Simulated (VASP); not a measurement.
Input of a VASP 6.6.1 run:

Contents of INCAR:

```
ALGO = Normal
EDIFF = 1E-6
EDIFFG = -0.005
ENCUT = 600
GGA = PE
IBRION = 2
ISIF = 3
ISMEAR = -1
LASPH = True
LCHARG = False
LREAL = False
LWAVE = False
NELM = 60
NSW = 32
PREC = Accurate
PSTRESS = 1900.0
SIGMA = 0.08
```

Contents of KPOINTS:

```
k-points
0
Gamma
  25 25 25
```

POSCAR

```
C
1.0
   -1.1541731767      1.1541731767      1.6323105246
    1.1541731767     -1.1541731767      1.6323105246
    1.1541731767      1.1541731767     -1.6323105246
C
2
Direct
   -0.3750000000     -0.1250000000     -0.2500000000
    0.3750000000      0.1250000000      0.2500000000
```

Potentials or basis: VASP PAW PBE potentials, release 64 (C).

Run with:

```console
$ cat potpaw_PBE.64/C/POTCAR > POTCAR
$ mpirun -np 1 vasp_std > vasp.out
```

(1) Predict the space group after relaxing (to 0.1 Å).

(2) Predict the relaxed volume.

## Answers

(1) Fd-3m (No. 227).

(2) 4.35 Å³/atom.

Caveat: the cell is relaxed towards a set pressure, so the run minimises the enthalpy, not the energy.
